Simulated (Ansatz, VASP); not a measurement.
## CaO: VASP beside Ansatz

```
CELL_PARAMETERS angstrom
0.00000 2.40356 2.40356
2.40356 0.00000 2.40356
2.40356 2.40356 0.00000
ATOMIC_POSITIONS crystal
Ca 0.00000 0.00000 0.00000
O 0.50000 0.50000 0.50000
```

Alike in both runs: task relaxation of cell and atoms; functional PBEsol-based global hybrid; k mesh 5 × 5 × 5; occupations fermi-dirac, width 0.05 eV; no spin polarisation.

|  | VASP | Ansatz |
| --- | --- | --- |
| version | VASP 6.6.1 | Ansatz 0.2.0 |
| potentials or method | VASP PAW PBE potentials, release 64 (Ca_sv, O) | Ansatz PAW |
| plane-wave cutoff (eV) | 600 | 420 |
| valence electrons in the cell | 16 | 16 |

VASP gave:

| Item | Value |
| --- | --- |
| gap on the k mesh at the Fermi level, each at its own relaxed structure (eV) | 6.16 |
| relaxed volume (Å³/atom) | 13.48 |
| relaxed cell length with the largest relative difference (Å) | 3.366 |

Estimate Ansatz's values.

gap on the k mesh at the Fermi level, each at its own relaxed structure (eV): 6.16; relaxed volume (Å³/atom): 13.42; relaxed cell length with the largest relative difference (Å): 3.360.

VASP's potentials were made for PBE, not for PBEsol-based global hybrid.

The k mesh is coarse, so the values compare programs but aren't converged. Noted on Ansatz's run: odd divisions of the mesh miss points on the zone boundary, where band edges often lie, so the gap on the mesh can be too wide; the plane-wave basis is chosen anew once the cell has moved, so the energies of steps on either side of that aren't comparable.
